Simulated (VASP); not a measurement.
# Ti3Al (P-6m2) in VASP: notebook, part 2 of 2

VASP 6.6.1. Earlier steps stand in the parts before.

**5. Single point, PBEsol+D3(BJ)**

This run uses another cell than the first one, of 17.12 Å³/atom, 1.070 times its volume.

File INCAR:

```
SYSTEM = Ti3Al
PREC = Accurate
ENCUT = 520
EDIFF = 1E-6
ISMEAR = -1
SIGMA = 0.05
LREAL = .False.
LASPH = .True.
NELM = 60
ALGO = Normal
ISIF = 2
LWAVE = .False.
LCHARG = .True.
GGA = PS
IVDW = 12
LELF = .True.
LVHAR = .True.
NBANDS = 28
```

File KPOINTS:

```
regular mesh
0
Gamma
  10 10 3
  0 0 0
```

File POSCAR:

```
Ti3Al
1.0
    2.9275422229      0.0000000000      0.0000000000
   -1.4637711114      2.5353259357      0.0000000000
    0.0000000000      0.0000000000      9.2263620000
Ti Al
3 1
Direct
    0.3333333333      0.6666666667      0.2494060000
    0.3333333333      0.6666666667      0.7505940000
    0.6666666667      0.3333333333      0.0000000000
    0.6666666667      0.3333333333      0.5000000000
```

Potentials or basis: VASP PAW PBE potentials, release 64 (Ti_sv, Al).

On the command line:

```console
> cat potpaw_PBE.64/Ti_sv/POTCAR potpaw_PBE.64/Al/POTCAR > POTCAR
> mpirun -np 1 vasp_std > vasp.out
```

OUTCAR:

```text
SYSTEM = Ti3Al
   PREC = Accurate
   ENCUT = 520
   EDIFF = 1E-6
   ISMEAR = -1
   LREAL = .False.
   LASPH = .True.
   NELM = 60
   ISIF = 2
   GGA = PS
   IVDW = 12
 IVDW          = 12

 ion  position               nearest neighbor table
   1  0.333  0.667  0.249-   3 2.86   3 2.86   3 2.86   4 2.86   4 2.86   4 2.86
   2  0.333  0.667  0.751-   3 2.86   3 2.86   3 2.86   4 2.86   4 2.86   4 2.86
   3  0.667  0.333  0.000-   1 2.86   2 2.86   1 2.86   2 2.86   1 2.86   2 2.86
   4  0.667  0.333  0.500-   1 2.86   2 2.86   1 2.86   2 2.86   1 2.86   2 2.86

  LATTYP: Found a hexagonal cell.
 ALAT       =     2.9275422229
 C/A-ratio  =     3.1515726495

  Lattice vectors:

 A1 = (   2.9275422229,   0.0000000000,   0.0000000000)
 A2 = (  -1.4637711114,   2.5353259357,   0.0000000000)
 A3 = (   0.0000000000,   0.0000000000,   9.2263620000)

Analysis of symmetry for initial positions (statically):
=====================================================================
 Subroutine PRICEL returns:
 Original cell was already a primitive cell.

 Routine SETGRP: Setting up the symmetry group for a
 hexagonal supercell.

 Subroutine GETGRP returns: Found 12 space group operations
 (whereof 12 operations were pure point group operations)
 out of a pool of 24 trial point group operations.

The static configuration has the point symmetry D_3h.

Analysis of symmetry for dynamics (positions and initial velocities):
=====================================================================
 Subroutine PRICEL returns:
 Original cell was already a primitive cell.

 Routine SETGRP: Setting up the symmetry group for a
 hexagonal supercell.

 Subroutine GETGRP returns: Found 12 space group operations
 (whereof 12 operations were pure point group operations)
 out of a pool of 24 trial point group operations.
[... 120 lines left out ...]
   ISMEAR =    -1;   SIGMA  =   0.05  broadening in eV -4-tet -1-fermi 0-gaus
   EFERMI_NEDOS =   21; number of points for ismear=-14 and -15
   IALGO  =     38    algorithm
   IMIX   =      4    mixing-type and parameters
     AMIX     =   0.40;   BMIX     =  1.00
     AMIX_MAG =   1.60;   BMIX_MAG =  1.00
  volume/ion in A,a.u.               =      17.12       115.53
  Fermi-wavevector in a.u.,A,eV,Ry     =   1.356981  2.564323 25.053746  1.841398
  Thomas-Fermi vector in A             =   2.483938
   LORBIT       =      0    0 simple, 1 ext, 2 COOP (PROOUT), +10 PAW based schemes
   GGA     = PS    functional components
   LHFCALC =     F    Hartree Fock is set to
   AEXX    =    0.0000 exact exchange contribution
   IVDW    =    12    specifies the selected vdW correction
   LEPSILON=     F    determine dielectric tensor
   LRPA    =     F    only Hartree local field effects (RPA)
 non-spin polarized calculation
  energy-cutoff  :      520.00
  volume of cell :       68.48
 maximum number of plane-waves:      1907
 NGX is ok and might be reduce to    24
   NGX = 11   NGY = 11   NGZ = 35

 number of electron      38.9999989 magnetization

 Free energy of the ion-electron system (eV)
  ---------------------------------------------------
  ext. energy  EPLUGINS =         0.00000000
  ---------------------------------------------------
  free energy    TOTEN  =       -29.61382707 eV

  energy without entropy =      -29.58516036  energy(sigma->0) =      -29.59949371

 E-fermi :   7.8888     XC(G=0): -11.3131

 val. band max:        7.8467747417   @ k =   0.2000   0.2000   0.3333
 cond. band min:       7.9090481001   @ k =   0.4000   0.2000   0.3333
 fundamental gap:      0.0622733585
 Fermi energy:         7.8888376148

 k-point     1 :       0.0000    0.0000    0.0000
  band No.  band energies     occupation
      1     -48.6228      2.00000
      2     -48.5698      2.00000
      3     -48.5148      2.00000
      4     -25.2406      2.00000
      5     -24.9879      2.00000
      6     -24.6975      2.00000
[... 733 lines left out ...]
     27      11.0216      0.00000
     28      11.3553      0.00000

 [... further k-points ...]

------------------------ aborting loop because EDIFF is reached ----------------------------------------

 Edisp (eV)   -2.09171

 E8    (eV) :    -1.4534

  FORCE on cell =-STRESS in cart. coord.  units (eV):
  Direction    XX          YY          ZZ          XY          YZ          ZX
  --------------------------------------------------------------------------------------
  -------------------------------------------------------------------------------------
  Total      -3.66628    -3.66628    -3.57615    -0.00000     0.00000     0.00000
  in kB     -85.77658   -85.77658   -83.66779    -0.00000     0.00000     0.00000
  external pressure =      -85.07 kB  Pullay stress =        0.00 kB

 VOLUME and BASIS-vectors are now :
 -----------------------------------------------------------------------------
  energy-cutoff  :      520.00
  volume of cell :       68.48
      direct lattice vectors                 reciprocal lattice vectors
     2.927542223  0.000000000  0.000000000     0.341583459  0.197213302  0.000000000
    -1.463771111  2.535325936  0.000000000     0.000000000  0.394426604  0.000000000
     0.000000000  0.000000000  9.226362000     0.000000000  0.000000000  0.108385082

 POSITION                                       TOTAL-FORCE (eV/Angst)
 -----------------------------------------------------------------------------------
     -0.00000      1.69022      2.30111        -0.000000      0.000000     -0.092248
     -0.00000      1.69022      6.92525        -0.000000      0.000000      0.092248
      1.46377      0.84511      0.00000         0.000000      0.000000      0.000000
      1.46377      0.84511      4.61318        -0.000000      0.000000      0.000000
 -----------------------------------------------------------------------------------
    total drift:                                0.000000     -0.000000      0.000000

  FREE ENERGIE OF THE ION-ELECTRON SYSTEM (eV)
  ---------------------------------------------------
  free  energy   TOTEN  =       -31.7055356886 eV

  energy  without entropy=      -31.6768689803  energy(sigma->0) =      -31.69120233
```

Run time: 1.8 min. Hardware: 1 thread of AMD EPYC 7R43 (Zen 3), shared host; peak memory 0.18 GiB.

Results:

- Free energy: -31.7055 eV
- Pressure: -8.5 GPa
- Largest force: 0.092 eV/Å
- Dispersion energy per atom: -0.523 eV

Forces in eV/Å, atoms in the order of the input:
```
Ti   0.000  0.000 -0.092
Ti   0.000  0.000  0.092
Ti   0.000  0.000  0.000
Al   0.000  0.000  0.000
```

Caveat: three body term missing; the PAW data sets were made with another functional, which shifts forces and pressure a little; pairwise dispersion overbinds metals, which lowers pressure and volume.

**6. The runs side by side**

| level | cell | gap on the mesh (eV) | pressure (GPa) | largest force (eV/Å) |
| --- | --- | --- | --- | --- |
| PBEsol+D3(BJ) | a = 2.857, b = 2.857, c = 9.052 Å, angles 90.0, 90.0, 120.0°, 4 atoms | none | -1.4 | 0.01 |
| PBEsol+D4 | a = 2.884, b = 2.884, c = 9.116 Å, angles 90.0, 90.0, 120.0°, 4 atoms | none | -0.2 | 0.01 |
| PBEsol | a = 2.895, b = 2.895, c = 9.145 Å, angles 90.0, 90.0, 120.0°, 4 atoms | none | -0.2 | 0.01 |
| PBEsol+D3(BJ) | a = 2.928, b = 2.928, c = 9.226 Å, angles 90.0, 90.0, 120.0°, 4 atoms | none | -8.5 | 0.09 |

Alike in all rows: task single point; potentials or basis VASP PAW PBE potentials, release 64 (Ti_sv, Al); no spin polarisation; k mesh 10 × 10 × 3; cutoff (eV) 520; smearing fermi-dirac 0.05 eV.

Caveats: the PAW data sets were made with another functional, which shifts forces and pressure a little; pairwise dispersion overbinds metals, which lowers pressure and volume (some runs); three body term missing (some runs).

Total energies depend on the potentials used, so only differences within one code and one set of settings carry meaning.
